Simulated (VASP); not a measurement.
# HfN (Fm-3m) in VASP: notebook

Runs on HfN. Level: PBEsol. Tasks: single point, relaxation of cell and atoms.

Program: VASP 6.6.1. These are calculated values, not measurements. Logs are shortened: lines on timing, memory, paths and dates and some standing lists are left out, and cuts for length are marked.

### 1 The cell of the first run

The structure is cubic, space group Fm-3m (No. 225). Conventional cell: a = 4.501 Å, b = 4.501 Å, c = 4.501 Å, α = 90.00°, β = 90.00°, γ = 90.00°. Hf (site symmetry m-3m) has 6 N at 2.25 Å within 3.0 Å. Within 3.0 Å of N (site symmetry m-3m) lie 6 Hf at 2.25 Å.

### 2 Single point, PBEsol

Contents of INCAR:

```
SYSTEM = HfN
ALGO     = Normal         ! electronic algorithm
EDIFF    = 1E-6           ! SCF threshold, eV
ENCUT    = 520            ! plane-wave cutoff, eV
GGA      = PS             ! functional
ISIF     = 2              ! what is computed and relaxed
ISMEAR   = 0              ! smearing method
LASPH    = .True.         ! aspherical terms in the spheres
LCHARG   = .False.        ! write CHGCAR
LREAL    = .False.        ! projectors in reciprocal space
LWAVE    = .False.        ! write WAVECAR
NBANDS   = 14             ! bands
NELM     = 100            ! most SCF steps
PREC     = Accurate       ! precision mode
SIGMA    = 0.05           ! smearing width, eV
```

Contents of KPOINTS:

```
k-points
0
Gamma
  9 9 9
  0 0 0
```

Contents of POSCAR:

```
HfN
1.0
    0.0000000000      2.2507467362      2.2507467362
    2.2507467362      0.0000000000      2.2507467362
    2.2507467362      2.2507467362      0.0000000000
Hf N
1 1
Direct
    0.0000000000      0.0000000000      0.0000000000
    0.5000000000      0.5000000000      0.5000000000
```

Potentials or basis: VASP PAW PBE potentials, release 64 (Hf_pv, N).

Command:

```sh
cat potpaw_PBE.64/Hf_pv/POTCAR potpaw_PBE.64/N/POTCAR > POTCAR
mpirun -np 1 vasp_std > vasp.out
```

OUTCAR:

```text
SYSTEM = HfN
   EDIFF = 1E-6
   ENCUT = 520
   GGA = PS
   ISIF = 2
   ISMEAR = 0
   LASPH = .True.
   LREAL = .False.
   NELM = 100
   PREC = Accurate

 ion  position               nearest neighbor table
   1  0.000  0.000  0.000-   2 2.25   2 2.25   2 2.25   2 2.25   2 2.25   2 2.25
   2  0.500  0.500  0.500-   1 2.25   1 2.25   1 2.25   1 2.25   1 2.25   1 2.25

  LATTYP: Found a face centered cubic cell.
 ALAT       =     4.5014934724

  Lattice vectors:

 A1 = (   0.0000000000,   2.2507467362,   2.2507467362)
 A2 = (   2.2507467362,   0.0000000000,   2.2507467362)
 A3 = (   2.2507467362,   2.2507467362,   0.0000000000)

Analysis of symmetry for initial positions (statically):
=====================================================================
 Subroutine PRICEL returns:
 Original cell was already a primitive cell.

 Routine SETGRP: Setting up the symmetry group for a
 face centered cubic supercell.

 Subroutine GETGRP returns: Found 48 space group operations
 (whereof 48 operations were pure point group operations)
 out of a pool of 48 trial point group operations.

The static configuration has the point symmetry O_h .

Analysis of symmetry for dynamics (positions and initial velocities):
=====================================================================
 Subroutine PRICEL returns:
 Original cell was already a primitive cell.

 Routine SETGRP: Setting up the symmetry group for a
 face centered cubic supercell.

 Subroutine GETGRP returns: Found 48 space group operations
 (whereof 48 operations were pure point group operations)
 out of a pool of 48 trial point group operations.

The dynamic configuration has the point symmetry O_h .

 Subroutine INISYM returns: Found 48 space group operations
 (whereof 48 operations are pure point group operations),
 and found     1 'primitive' translations

----------------------------------------------------------------------------------------

                                     Primitive cell

  volume of cell :      22.8039

  direct lattice vectors                    reciprocal lattice vectors
     0.000000000  2.250746736  2.250746736    -0.222148495  0.222148495  0.222148495
     2.250746736  0.000000000  2.250746736     0.222148495 -0.222148495  0.222148495
     2.250746736  2.250746736  0.000000000     0.222148495  0.222148495 -0.222148495

  length of vectors
     3.183036560  3.183036560  3.183036560     0.384772480  0.384772480  0.384772480

  position of ions in fractional coordinates (direct lattice)
     0.000000000  0.000000000  0.000000000
     0.500000000  0.500000000  0.500000000

  ion indices of the primitive-cell ions
   primitive index   ion index
                 1           1
                 2           2

----------------------------------------------------------------------------------------

 KPOINTS: k-points

Automatic generation of k-mesh.
 Grid dimensions read from file:
 generate k-points for:    9    9    9

 Generating k-lattice:

  Cartesian coordinates                     Fractional coordinates (reciprocal lattice)
    -0.024683166  0.024683166  0.024683166     0.111111111  0.000000000  0.000000000
     0.024683166 -0.024683166  0.024683166     0.000000000  0.111111111  0.000000000
     0.024683166  0.024683166 -0.024683166     0.000000000  0.000000000  0.111111111

  Length of vectors
     0.042752498  0.042752498  0.042752498

  Shift w.r.t. Gamma in fractional coordinates (k-lattice)
     0.000000000  0.000000000  0.000000000

 Subroutine IBZKPT returns following result:
 ===========================================

 Found     35 irreducible k-points:

 Following reciprocal coordinates:
            Coordinates               Weight
  0.000000  0.000000  0.000000      1.000000
  0.111111  0.000000  0.000000      8.000000
  0.222222  0.000000  0.000000      8.000000
  0.333333  0.000000  0.000000      8.000000
  0.444444  0.000000  0.000000      8.000000
  0.111111  0.111111  0.000000      6.000000
[... 16 lines left out ...]
 -0.333333  0.333333  0.000000     12.000000
  0.444444  0.444444  0.000000      6.000000
 [... further k-points ...]
   k-points           NKPTS =     35   k-points in BZ     NKDIM =     35   number of bands    NBANDS=     14
   number of dos      NEDOS =    301   number of ions     NIONS =      2
   total plane-waves  NPLWV =  13824
   dimension x,y,z NGX =    24 NGY =   24 NGZ =   24
   dimension x,y,z NGXF=    48 NGYF=   48 NGZF=   48
   ions per type =               1   1
   NGX,Y,Z   is equivalent  to a cutoff of  12.53, 12.53, 12.53 a.u.
   NGXF,Y,Z  is equivalent  to a cutoff of  25.07, 25.07, 25.07 a.u.
 SYSTEM =  HfN
   PREC   = accura    normal or accurate (medium, high low for compatibility)
   ISTART =      0    job   : 0-new  1-cont  2-samecut
   ICHARG =      2    charge: 1-file 2-atom 10-const
   ISPIN  =      1    spin polarized calculation?
   LNONCOLLINEAR =      F non collinear calculations
   LSORBIT =      F    spin-orbit coupling
   LASPH  =      T    aspherical Exc in radial PAW
   ENCUT  =  520.0 eV  38.22 Ry    6.18 a.u.   5.92  5.92  5.92*2*pi/ulx,y,z
   NELM   =    100;   NELMIN=  2; NELMDL= -5     # of ELM steps
   EDIFF  = 0.1E-05   stopping-criterion for ELM
   LREAL  =      F    real-space projection
   EDIFFG = 0.1E-04   stopping-criterion for IOM
   NSW    =      0    number of steps for IOM
   IBRION =     -1    ionic relax: 0-MD 1-quasi-New 2-CG
   NFREE  =      0    steps in history (QN), initial steepest desc. (CG)
   ISIF   =      2    stress and relaxation
   ISYM   =      2    0-nonsym 1-usesym 2-fastsym
   POTIM  = 0.5000    time-step for ionic-motion
   TEBEG  =    0.0;   TEEND  =   0.0 temperature during run
   PSTRESS=    0.0 pullay stress
   NELECT =      15.0000    total number of electrons
   NUPDOWN=      -1.0000    fix difference up-down
   EMIN   =  10.00;   EMAX   =-10.00  energy-range for DOS
   EFERMI =   0.00;   METHOD = LEGACY
   ISMEAR =     0;   SIGMA  =   0.05  broadening in eV -4-tet -1-fermi 0-gaus
   EFERMI_NEDOS =   21; number of points for ismear=-14 and -15
   IALGO  =     38    algorithm
   IMIX   =      4    mixing-type and parameters
     AMIX     =   0.40;   BMIX     =  1.00
     AMIX_MAG =   1.60;   BMIX_MAG =  1.00
  volume/ion in A,a.u.               =      11.40        76.94
  Fermi-wavevector in a.u.,A,eV,Ry     =   1.423755  2.690507 27.580078  2.027079
  Thomas-Fermi vector in A             =   2.544319
   LORBIT       =      0    0 simple, 1 ext, 2 COOP (PROOUT), +10 PAW based schemes
   GGA     = PS    functional components
   LHFCALC =     F    Hartree Fock is set to
   AEXX    =    0.0000 exact exchange contribution
   IVDW    =     0    specifies the selected vdW correction
   LEPSILON=     F    determine dielectric tensor
   LRPA    =     F    only Hartree local field effects (RPA)
 non-spin polarized calculation
 Gauss-broadening in eV      SIGMA  =   0.05
  energy-cutoff  :      520.00
  volume of cell :       22.80
 maximum number of plane-waves:       624
   NGX = 11   NGY = 11   NGZ = 11

 number of electron      15.0000001 magnetization

 Free energy of the ion-electron system (eV)
  ---------------------------------------------------
  ext. energy  EPLUGINS =         0.00000000
  ---------------------------------------------------
  free energy    TOTEN  =       -22.99879197 eV

  energy without entropy =      -22.99674074  energy(sigma->0) =      -22.99776635

 E-fermi :   8.2696     XC(G=0): -12.9521

 val. band max:        8.2612791897   @ k =   0.4444   0.2222   0.1111
 cond. band min:       8.3209434563   @ k =   0.1111   0.0000   0.0000
 fundamental gap:      0.0596642666
 Fermi energy:         8.2695657522

 k-point     1 :       0.0000    0.0000    0.0000
  band No.  band energies     occupation
      1     -22.7271      2.00000
      2     -22.7271      2.00000
      3     -22.7271      2.00000
      4      -9.2052      2.00000
      5       5.3026      2.00000
      6       5.3026      2.00000
      7       5.3026      2.00000
      8       7.9168      2.00000
      9       7.9168      2.00000
     10       7.9168      2.00000
     11      10.2147      0.00000
     12      10.2638      0.00000
     13      10.2638      0.00000
     14      17.8608      0.00000

 k-point     2 :       0.1111    0.0000    0.0000
  band No.  band energies     occupation
      1     -22.8570      2.00000
      2     -22.7378      2.00000
      3     -22.7378      2.00000
      4      -8.9146      2.00000
      5       4.1888      2.00000
      6       4.6343      2.00000
      7       4.6343      2.00000
      8       8.1925      1.97080
      9       8.3209      0.14617
     10       8.3209      0.14617
     11      11.0602      0.00000
     12      11.1807      0.00000
     13      11.1807      0.00000
     14      18.8121      0.00000

 k-point     3 :       0.2222    0.0000    0.0000
  band No.  band energies     occupation
      1     -23.1701      2.00000
      2     -22.7649      2.00000
      3     -22.7649      2.00000
      4      -8.1539      2.00000
      5       2.2871      2.00000
      6       3.5056      2.00000
      7       3.5056      2.00000
      8       8.6773      0.00000
      9       9.3168      0.00000
     10       9.3168      0.00000
     11      12.6924      0.00000
     12      13.1560      0.00000
     13      13.1560      0.00000
     14      20.5850      0.00000

 k-point     4 :       0.3333    0.0000    0.0000
  band No.  band energies     occupation
      1     -23.5025      2.00000
      2     -22.7953      2.00000
      3     -22.7953      2.00000
      4      -7.2033      2.00000
      5       0.5728      2.00000
      6       2.6060      2.00000
      7       2.6060      2.00000
      8       9.6439      0.00000
      9      10.6833      0.00000
     10      10.6833      0.00000
     11      13.7864      0.00000
     12      15.3049      0.00000
     13      15.3049      0.00000
     14      20.5352      0.00000

 k-point     5 :       0.4444    0.0000    0.0000
  band No.  band energies     occupation
      1     -23.7079      2.00000
      2     -22.8150      2.00000
      3     -22.8150      2.00000
      4      -6.4765      2.00000
      5      -0.5150      2.00000
      6       2.1279      2.00000
      7       2.1279      2.00000
      8      11.1257      0.00000
      9      11.8673      0.00000
     10      11.8673      0.00000
     11      13.2097      0.00000
[... 276 lines left out ...]
 k-point    22 :      -0.4444    0.3333    0.0000
  band No.  band energies     occupation
      1     -23.4716      2.00000
      2     -23.2007      2.00000
      3     -22.9779      2.00000
      4      -7.5467      2.00000
      5       2.0088      2.00000
      6       2.7858      2.00000
      7       3.4884      2.00000
      8       7.0450      2.00000
      9      12.4983      0.00000
     10      13.0485      0.00000
     11      14.5474      0.00000
     12      14.7020      0.00000
     13      17.0945      0.00000
     14      18.9031      0.00000

 k-point    23 :      -0.3333    0.3333    0.0000
  band No.  band energies     occupation
      1     -23.3899      2.00000
      2     -23.3237      2.00000
      3     -22.9189      2.00000
      4      -7.1915      2.00000
      5       1.1377      2.00000
      6       2.7580      2.00000
      7       2.8249      2.00000
      8       8.8455      0.00000
      9      11.4814      0.00000
     10      12.0949      0.00000
     11      13.9733      0.00000
     12      16.3309      0.00000
     13      18.3535      0.00000
     14      20.3412      0.00000

 k-point    24 :       0.4444    0.4444    0.0000
  band No.  band energies     occupation
      1     -23.5422      2.00000
      2     -23.0417      2.00000
      3     -23.0417      2.00000
      4      -8.0446      2.00000
      5       2.6841      2.00000
      6       4.4757      2.00000
      7       4.6095      2.00000
      8       4.6095      2.00000
      9      12.3597      0.00000
     10      13.8008      0.00000
     11      13.8414      0.00000
     12      13.8414      0.00000
     13      16.7004      0.00000
     14      17.8003      0.00000

 [... further k-points ...]
[... 5 lines left out ...]
  --------------------------------------------------------------------------------------
  -------------------------------------------------------------------------------------
  Total       -0.3077943     -0.3077943     -0.3077943      0.0000000      0.0000000      0.0000000
  in kB      -21.6252588    -21.6252588    -21.6252588      0.0000000      0.0000000      0.0000000
  external PRESSURE =     -21.6252588 kB  Pullay stress =       0.0000000 kB

 VOLUME and BASIS-vectors are now :
 -----------------------------------------------------------------------------
  energy-cutoff  :      520.00
  volume of cell :       22.80
      direct lattice vectors                 reciprocal lattice vectors
     0.000000000  2.250746736  2.250746736    -0.222148495  0.222148495  0.222148495
     2.250746736  0.000000000  2.250746736     0.222148495 -0.222148495  0.222148495
     2.250746736  2.250746736  0.000000000     0.222148495  0.222148495 -0.222148495

 POSITION                                       TOTAL-FORCE (eV/Angst)
 -----------------------------------------------------------------------------------
      0.00000      0.00000      0.00000        -0.000000     -0.000000     -0.000000
      2.25075      2.25075      2.25075         0.000000      0.000000      0.000000
 -----------------------------------------------------------------------------------
    total drift:                                0.000000     -0.000000     -0.000000

  FREE ENERGIE OF THE ION-ELECTRON SYSTEM (eV)
  ---------------------------------------------------
  free  energy   TOTEN  =       -22.9987919729 eV

  energy  without entropy=      -22.9967407353  energy(sigma->0) =      -22.99776635
```

Wall time 8.7 s (1 thread of Intel Xeon Platinum 8559C (Emerald Rapids), shared host); peak memory 0.14 GiB.

What came out:

```yaml
Free_energy: -22.9988 eV
Pressure: -2.2 GPa
```

Caveat: the PAW data sets were made with another functional, which shifts forces and pressure a little; spin-orbit coupling is left out, which moves the levels of the heavy elements.

### 3 Relaxation of cell and atoms, PBEsol

This run uses another cell than the first one, of 11.48 Å³/atom, 1.007 times its volume.

Contents of INCAR:

```
SYSTEM = HfN
  PREC = Accurate
  ENCUT = 600
  EDIFF = 1E-7
  ISMEAR = 0
  SIGMA = 0.05
  LREAL = .False.
  LASPH = .True.
  NELM = 60
  ALGO = Normal
  ISIF = 3
  LWAVE = .False.
  LCHARG = .False.
  GGA = PS
  IBRION = 2
  NSW = 80
  EDIFFG = -0.01
```

Contents of KPOINTS:

```
Automatic mesh
0
Gamma
  9 9 9
  0 0 0
```

Contents of POSCAR:

```
HfN
1.0
    0.0000000000      2.2560000000      2.2560000000
    2.2560000000      0.0000000000      2.2560000000
    2.2560000000      2.2560000000      0.0000000000
Hf N
1 1
Direct
    0.0000000000      0.0000000000      0.0000000000
    0.5000000000      0.5000000000      0.5000000000
```

Potentials or basis: VASP PAW PBE potentials, release 64 (Hf_pv, N).

Command:

```sh
cat potpaw_PBE.64/Hf_pv/POTCAR potpaw_PBE.64/N/POTCAR > POTCAR
mpirun -np 1 vasp_std > vasp.out
```

Run time: 21 s. Hardware: 1 thread of Intel Xeon Platinum 8559C (Emerald Rapids), shared host; peak memory 0.17 GiB.

Results (log left out):

- Free energy: -23.0024 eV
- Relaxed volume: 11.31 Å³/atom
- Relaxed cell: a = 3.175 Å, b = 3.175 Å, c = 3.175 Å, α = 60.00°, β = 60.00°, γ = 60.00°
- Space group after relaxing (to 0.05 Å): Fm-3m (No. 225)
- Energy gained by relaxing: 2.3 meV/atom
- Ionic steps: 3
- Pressure after relaxing: 0.0 GPa

The path:
```csv
step,energy change (eV),largest force (eV/Å),pressure (GPa),volume (Å³)
1,0.0000,0.0000,-4.21,22.96
2,0.0133,0.0000,9.07,21.98
3,-0.0045,0.0000,-0.03,22.63
```

Final structure:
```
Hf N
1.0
     0.00000    2.24491    2.24491
     2.24491    0.00000    2.24491
     2.24491    2.24491    0.00000
Hf N
1 1
Direct
  0.00000 0.00000 0.00000
  0.50000 0.50000 0.50000
```

Levels at points of the mesh, in eV from the Fermi level:
| k point | band 4 | band 5 | band 6 | band 7 | band 8 | band 9 | band 10 | band 11 |
| --- | --- | --- | --- | --- | --- | --- | --- | --- |
| (0.00, 0.00, 0.00) | -17.52 | -2.98 | -2.98 | -2.98 | -0.36 | -0.36 | -0.36 | 2.02 |

Caveat: the PAW data sets were made with another functional, which shifts forces and pressure a little; spin-orbit coupling is left out, which moves the levels of the heavy elements.
